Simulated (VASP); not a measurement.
# NaCl (Cm) in VASP: single point with PBE

Aim: the single point of NaCl with PBE.

Everything below comes from runs of VASP 6.6.1. Logs are shortened: lines on timing, memory, paths and dates and some standing lists are left out, and cuts for length are marked.

**1. The cell of the first run**

Symmetry: Cm, No. 8, monoclinic system. The conventional cell has a = 6.390 Å, b = 4.240 Å, c = 4.134 Å, α = 90.00°, β = 122.74°, γ = 90.00°. Na (site symmetry m) has 6 Cl at 2.70 to 3.05 Å within 3.6 Å. Within 3.6 Å of Cl (site symmetry m) lie 6 Na at 2.70 to 3.05 Å.

**2. Single point, PBE (strained and its atoms moved)**

Input file INCAR:

```
SYSTEM = NaCl
PREC = Accurate
ENCUT = 520
EDIFF = 1E-6
ISMEAR = 0
SIGMA = 0.02
LREAL = .False.
LASPH = .True.
NELM = 100
ALGO = Normal
ISIF = 2
LWAVE = .False.
LCHARG = .False.
GGA = PE
NBANDS = 14
```

Input file KPOINTS:

```
Automatic mesh
0
Gamma
  8 8 8
  0 0 0
```

Input file POSCAR:

```
NaCl
1.0
   -0.2493639050      2.9178352000      2.9178352000
    2.5785632325     -0.1649494375      2.8334207325
    2.5785632325      2.8334207325     -0.1649494375
Na Cl
1 1
Direct
    0.0125869070      0.0020985975      0.0020985975
    0.4874130930      0.4979014025      0.4979014025
```

Potentials or basis: VASP PAW PBE potentials, release 64 (Na_pv, Cl).

Started as:

```console
cat potpaw_PBE.64/Na_pv/POTCAR potpaw_PBE.64/Cl/POTCAR > POTCAR
mpirun -np 1 vasp_std > vasp.out
```

OUTCAR:

```text
SYSTEM = NaCl
   PREC = Accurate
   ENCUT = 520
   EDIFF = 1E-6
   ISMEAR = 0
   LREAL = .False.
   LASPH = .True.
   NELM = 100
   ISIF = 2
   GGA = PE

 ion  position               nearest neighbor table
   1  0.013  0.002  0.002-   2 2.70   2 2.72
   2  0.487  0.498  0.498-   1 2.70   1 2.72

  LATTYP: Found a base centered monoclinic cell.
 ALAT       =     6.3904171601
 B/A-ratio  =     0.6635460023
 C/A-ratio  =     0.6469014094
 COS(beta)  =    -0.5407839446

  Lattice vectors:

 A1 = (  -2.5785632325,   0.1649494375,  -2.8334207325)
 A2 = (  -2.5785632325,  -2.8334207325,   0.1649494375)
 A3 = (  -0.2493639050,   2.9178352000,   2.9178352000)

Analysis of symmetry for initial positions (statically):
=====================================================================
 Subroutine PRICEL returns:
 Original cell was already a primitive cell.

 Routine SETGRP: Setting up the symmetry group for a
 base centered monoclinic supercell.

 Subroutine GETGRP returns: Found  2 space group operations
 (whereof  2 operations were pure point group operations)
 out of a pool of  4 trial point group operations.

The static configuration has the point symmetry C_1h.

Analysis of symmetry for dynamics (positions and initial velocities):
=====================================================================
 Subroutine PRICEL returns:
 Original cell was already a primitive cell.

 Routine SETGRP: Setting up the symmetry group for a
 base centered monoclinic supercell.

 Subroutine GETGRP returns: Found  2 space group operations
 (whereof  2 operations were pure point group operations)
 out of a pool of  4 trial point group operations.

The dynamic configuration has the point symmetry C_1h.

 Subroutine INISYM returns: Found  2 space group operations
 (whereof  2 operations are pure point group operations),
 and found     1 'primitive' translations

----------------------------------------------------------------------------------------

                                     Primitive cell

  volume of cell :      47.1136

  direct lattice vectors                    reciprocal lattice vectors
    -0.249363905  2.917835200  2.917835200    -0.169824996  0.164103130  0.164103130
     2.578563233 -0.164949437  2.833420733     0.185694840 -0.158822340  0.174692184
     2.578563233  2.833420733 -0.164949437     0.185694840  0.174692184 -0.158822340

  length of vectors
     4.133969868  3.834640753  3.834640753     0.287576431  0.300373881  0.300373881

  position of ions in fractional coordinates (direct lattice)
     0.012586907  0.002098598  0.002098598
     0.487413093  0.497901402  0.497901402

  ion indices of the primitive-cell ions
   primitive index   ion index
                 1           1
                 2           2

----------------------------------------------------------------------------------------

 KPOINTS: Automatic mesh

Automatic generation of k-mesh.
 Grid dimensions read from file:
 generate k-points for:    8    8    8

 Generating k-lattice:

  Cartesian coordinates                     Fractional coordinates (reciprocal lattice)
    -0.021228125  0.020512891  0.020512891     0.125000000 -0.000000000 -0.000000000
     0.023211855 -0.019852792  0.021836523     0.000000000  0.125000000 -0.000000000
     0.023211855  0.021836523 -0.019852792    -0.000000000  0.000000000  0.125000000

  Length of vectors
     0.035947054  0.037546735  0.037546735

  Shift w.r.t. Gamma in fractional coordinates (k-lattice)
     0.000000000  0.000000000  0.000000000

 Subroutine IBZKPT returns following result:
 ===========================================

 Found    150 irreducible k-points:

 Following reciprocal coordinates:
            Coordinates               Weight
  0.000000  0.000000  0.000000      1.000000
  0.125000 -0.000000 -0.000000      2.000000
  0.250000 -0.000000 -0.000000      2.000000
  0.375000  0.000000 -0.000000      2.000000
  0.500000 -0.000000 -0.000000      1.000000
  0.000000  0.125000  0.000000      4.000000
[... 16 lines left out ...]
  0.125000  0.375000  0.000000      4.000000
  0.250000  0.375000  0.000000      4.000000
 [... further k-points ...]
   k-points           NKPTS =    150   k-points in BZ     NKDIM =    150   number of bands    NBANDS=     14
   number of dos      NEDOS =    301   number of ions     NIONS =      2
   total plane-waves  NPLWV =  28800
   dimension x,y,z NGX =    32 NGY =   30 NGZ =   30
   dimension x,y,z NGXF=    64 NGYF=   60 NGZF=   60
   ions per type =               1   1
   NGX,Y,Z   is equivalent  to a cutoff of  12.87, 13.01, 13.01 a.u.
   NGXF,Y,Z  is equivalent  to a cutoff of  25.74, 26.01, 26.01 a.u.
 SYSTEM =  NaCl
   PREC   = accura    normal or accurate (medium, high low for compatibility)
   ISTART =      0    job   : 0-new  1-cont  2-samecut
   ICHARG =      2    charge: 1-file 2-atom 10-const
   ISPIN  =      1    spin polarized calculation?
   LNONCOLLINEAR =      F non collinear calculations
   LSORBIT =      F    spin-orbit coupling
   LASPH  =      T    aspherical Exc in radial PAW
   ENCUT  =  520.0 eV  38.22 Ry    6.18 a.u.   7.69  7.13  7.13*2*pi/ulx,y,z
   NELM   =    100;   NELMIN=  2; NELMDL= -5     # of ELM steps
   EDIFF  = 0.1E-05   stopping-criterion for ELM
   LREAL  =      F    real-space projection
   EDIFFG = 0.1E-04   stopping-criterion for IOM
   NSW    =      0    number of steps for IOM
   IBRION =     -1    ionic relax: 0-MD 1-quasi-New 2-CG
   NFREE  =      0    steps in history (QN), initial steepest desc. (CG)
   ISIF   =      2    stress and relaxation
   ISYM   =      2    0-nonsym 1-usesym 2-fastsym
   POTIM  = 0.5000    time-step for ionic-motion
   TEBEG  =    0.0;   TEEND  =   0.0 temperature during run
   PSTRESS=    0.0 pullay stress
   NELECT =      14.0000    total number of electrons
   NUPDOWN=      -1.0000    fix difference up-down
   EMIN   =  10.00;   EMAX   =-10.00  energy-range for DOS
   EFERMI =   0.00;   METHOD = LEGACY
   ISMEAR =     0;   SIGMA  =   0.02  broadening in eV -4-tet -1-fermi 0-gaus
   EFERMI_NEDOS =   21; number of points for ismear=-14 and -15
   IALGO  =     38    algorithm
   IMIX   =      4    mixing-type and parameters
     AMIX     =   0.40;   BMIX     =  1.00
     AMIX_MAG =   1.60;   BMIX_MAG =  1.00
  volume/ion in A,a.u.               =      23.56       158.97
  Fermi-wavevector in a.u.,A,eV,Ry     =   1.092451  2.064434 16.237873  1.193450
  Thomas-Fermi vector in A             =   2.228717
   LORBIT       =      0    0 simple, 1 ext, 2 COOP (PROOUT), +10 PAW based schemes
   GGA     = PE    functional components
   LHFCALC =     F    Hartree Fock is set to
   AEXX    =    0.0000 exact exchange contribution
   IVDW    =     0    specifies the selected vdW correction
   LEPSILON=     F    determine dielectric tensor
   LRPA    =     F    only Hartree local field effects (RPA)
 non-spin polarized calculation
 Gauss-broadening in eV      SIGMA  =   0.02
  energy-cutoff  :      520.00
  volume of cell :       47.11
 maximum number of plane-waves:      1282
   NGX = 15   NGY = 15   NGZ = 15

 number of electron      14.0000000 magnetization

 Free energy of the ion-electron system (eV)
  ---------------------------------------------------
  ext. energy  EPLUGINS =         0.00000000
  ---------------------------------------------------
  free energy    TOTEN  =        -6.71603423 eV

  energy without entropy =       -6.71603423  energy(sigma->0) =       -6.71603423

 E-fermi :  -0.6697     XC(G=0):  -7.9480

 val. band max:       -0.7576057093   @ k =   0.0000   0.0000   0.0000
 cond. band min:       3.8786364543   @ k =   0.0000   0.0000   0.0000
 fundamental gap:      4.6362421636
 Fermi energy:        -0.6696987800

 k-point     1 :       0.0000    0.0000    0.0000
  band No.  band energies     occupation
      1     -21.9456      2.00000
      2     -21.9375      2.00000
      3     -21.9211      2.00000
      4     -13.5507      2.00000
      5      -1.2183      2.00000
      6      -0.9703      2.00000
      7      -0.7576      2.00000
      8       3.8786      0.00000
      9       9.4896      0.00000
     10       9.7360      0.00000
     11      11.3441      0.00000
     12      11.7093      0.00000
     13      12.7924      0.00000
     14      13.5223      0.00000

 k-point     2 :       0.1250   -0.0000   -0.0000
  band No.  band energies     occupation
      1     -21.9463      2.00000
      2     -21.9378      2.00000
      3     -21.9236      2.00000
      4     -13.5163      2.00000
      5      -1.5161      2.00000
      6      -1.0018      2.00000
      7      -0.7978      2.00000
      8       4.3371      0.00000
      9       9.0939      0.00000
     10       9.8633      0.00000
     11      11.5288      0.00000
     12      11.5311      0.00000
     13      12.5848      0.00000
     14      14.5030      0.00000

 k-point     3 :       0.2500   -0.0000   -0.0000
  band No.  band energies     occupation
      1     -21.9485      2.00000
      2     -21.9383      2.00000
      3     -21.9291      2.00000
      4     -13.4314      2.00000
      5      -2.1308      2.00000
      6      -1.0758      2.00000
      7      -0.8678      2.00000
      8       5.3181      0.00000
      9       8.5511      0.00000
     10       9.8811      0.00000
     11      11.6517      0.00000
     12      11.7924      0.00000
     13      12.8163      0.00000
     14      14.6712      0.00000

 k-point     4 :       0.3750    0.0000   -0.0000
  band No.  band energies     occupation
      1     -21.9518      2.00000
      2     -21.9389      2.00000
      3     -21.9335      2.00000
      4     -13.3437      2.00000
      5      -2.6451      2.00000
      6      -1.1471      2.00000
      7      -0.9295      2.00000
      8       6.0953      0.00000
      9       8.4895      0.00000
     10       9.6467      0.00000
     11      11.4318      0.00000
     12      12.9881      0.00000
     13      13.9113      0.00000
     14      14.2831      0.00000

 k-point     5 :       0.5000   -0.0000   -0.0000
  band No.  band energies     occupation
      1     -21.9535      2.00000
      2     -21.9391      2.00000
      3     -21.9349      2.00000
      4     -13.3065      2.00000
      5      -2.8387      2.00000
      6      -1.1759      2.00000
      7      -0.9541      2.00000
      8       6.3048      0.00000
      9       8.6778      0.00000
     10       9.5341      0.00000
     11      11.3216      0.00000
[... 276 lines left out ...]
 k-point    22 :       0.0000    0.3750    0.0000
  band No.  band energies     occupation
      1     -21.9596      2.00000
      2     -21.9442      2.00000
      3     -21.9246      2.00000
      4     -13.2990      2.00000
      5      -2.5878      2.00000
      6      -1.3160      2.00000
      7      -0.9951      2.00000
      8       5.9935      0.00000
      9       8.7995      0.00000
     10       9.6790      0.00000
     11      10.7627      0.00000
     12      12.7106      0.00000
     13      13.6340      0.00000
     14      14.2826      0.00000

 k-point    23 :       0.1250    0.3750    0.0000
  band No.  band energies     occupation
      1     -21.9590      2.00000
      2     -21.9435      2.00000
      3     -21.9240      2.00000
      4     -13.3147      2.00000
      5      -2.4146      2.00000
      6      -1.4050      2.00000
      7      -1.0201      2.00000
      8       6.1792      0.00000
      9       8.3141      0.00000
     10       9.3294      0.00000
     11      11.1117      0.00000
     12      11.9923      0.00000
     13      13.9774      0.00000
     14      14.8033      0.00000

 k-point    24 :       0.2500    0.3750    0.0000
  band No.  band energies     occupation
      1     -21.9590      2.00000
      2     -21.9429      2.00000
      3     -21.9248      2.00000
      4     -13.3042      2.00000
      5      -2.2981      2.00000
      6      -1.5885      2.00000
      7      -1.0827      2.00000
      8       6.4214      0.00000
      9       7.8531      0.00000
     10       8.9330      0.00000
     11      11.6977      0.00000
     12      12.1480      0.00000
     13      14.0141      0.00000
     14      16.1780      0.00000

 [... further k-points ...]

------------------------ aborting loop because EDIFF is reached ----------------------------------------

  FORCE on cell =-STRESS in cart. coord.  units (eV):
  Direction    XX          YY          ZZ          XY          YZ          ZX
  --------------------------------------------------------------------------------------
  -------------------------------------------------------------------------------------
  Total        0.6435254     -0.3072193     -0.3072193      0.2987694      0.0133184      0.2987694
  in kB       21.8841717    -10.4475137    -10.4475137     10.1601594      0.4529155     10.1601600
  external PRESSURE =       0.3297148 kB  Pullay stress =       0.0000000 kB

 VOLUME and BASIS-vectors are now :
 -----------------------------------------------------------------------------
  energy-cutoff  :      520.00
  volume of cell :       47.11
      direct lattice vectors                 reciprocal lattice vectors
    -0.249363905  2.917835200  2.917835200    -0.169824996  0.164103130  0.164103130
     2.578563233 -0.164949437  2.833420733     0.185694840 -0.158822340  0.174692184
     2.578563233  2.833420733 -0.164949437     0.185694840  0.174692184 -0.158822340

 POSITION                                       TOTAL-FORCE (eV/Angst)
 -----------------------------------------------------------------------------------
      0.00768      0.04233      0.04233        -0.021954     -0.035546     -0.035546
      2.44620      2.75083      2.75083         0.021954      0.035546      0.035546
 -----------------------------------------------------------------------------------
    total drift:                                0.000310     -0.000105     -0.000105

  FREE ENERGIE OF THE ION-ELECTRON SYSTEM (eV)
  ---------------------------------------------------
  free  energy   TOTEN  =        -6.7160342258 eV

  energy  without entropy=       -6.7160342258  energy(sigma->0) =       -6.71603423
```

Wall time 71 s (1 thread of Intel Xeon Platinum 8175M at 2.50GHz (Skylake/Cascade Lake), shared host); peak memory 0.22 GiB.

Results:

```yaml
Free_energy: -6.7160 eV
Pressure: 0.0 GPa
Largest_force: 0.055 eV/Å
Band_gap_on_the_k_mesh: 4.64 eV
```

Forces in eV/Å, atoms in the order of the input:
```
Na  -0.022 -0.036 -0.036
Cl   0.022  0.036  0.036
```

Stress tensor (GPa, compression positive):
```
 2.19  1.02  1.02
 1.02 -1.04  0.05
 1.02  0.05 -1.04
```

Levels at points of the mesh, in eV from the valence-band top:
```tsv
k point	band 5	band 6	band 7	band 8	band 9	band 10
(0.00, 0.00, 0.00)	-0.46	-0.21	0.00	4.64	10.25	10.49
(0.50, 0.00, 0.00)	-2.08	-0.42	-0.20	7.06	9.44	10.29
(0.00, 0.50, 0.00)	-2.04	-0.59	-0.27	6.93	9.77	10.31
(0.50, 0.50, 0.00)	-1.79	-0.98	-0.43	7.00	8.25	10.38
(0.00, 0.50, 0.50)	-1.73	-0.97	-0.80	7.18	7.71	11.11
(0.50, 0.50, 0.50)	-1.93	-0.68	-0.65	6.78	9.80	10.39
```

Caveat: the cell differs from its parent crystal (strained and its atoms moved). A k mesh can miss the band edges.
